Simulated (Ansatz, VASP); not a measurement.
## Two plane-wave programs on AlN

```
Al N
1.0
     0.00000    2.18399    2.18399
     2.18399    0.00000    2.18399
     2.18399    2.18399    0.00000
Al N
1 1
Direct
  0.95143 0.04857 0.00000
  0.75000 0.75000 0.75000
```

Change from the starting cell: all Al atoms moved +0.150 Å, as atom 1 along Cartesian [1 -1 0].

Alike in both runs: task single point; functional PBE; k mesh 10 × 10 × 10; occupations gaussian, width 0.05 eV; no spin polarisation.

|  | VASP | Ansatz |
| --- | --- | --- |
| version | VASP 6.6.1 | Ansatz 0.2.0 |
| potentials or method | VASP PAW PBE potentials, release 64 (Al, N), cutoff 520 eV | scalar-relativistic, plane waves, PAW |
| valence electrons in the cell | 8 | 8 |

```tsv
	VASP	Ansatz	Ansatz less VASP
gap on the k mesh at the Fermi level (eV)	2.92	2.93	+0.010
least direct gap on the mesh (eV)	3.77	3.76	-0.009
pressure (GPa)	7.5	7.7	+0.23
traceless stress, the component that is largest in VASP (GPa)	8.10	8.05	-0.054
rms of the force components (eV/Å)	1.384	1.377	-0.0065
```

Atom by atom the forces differ by 0.007 eV/Å (rms over components). The functional is the same, so the differences come from potentials, cutoffs and numerics.
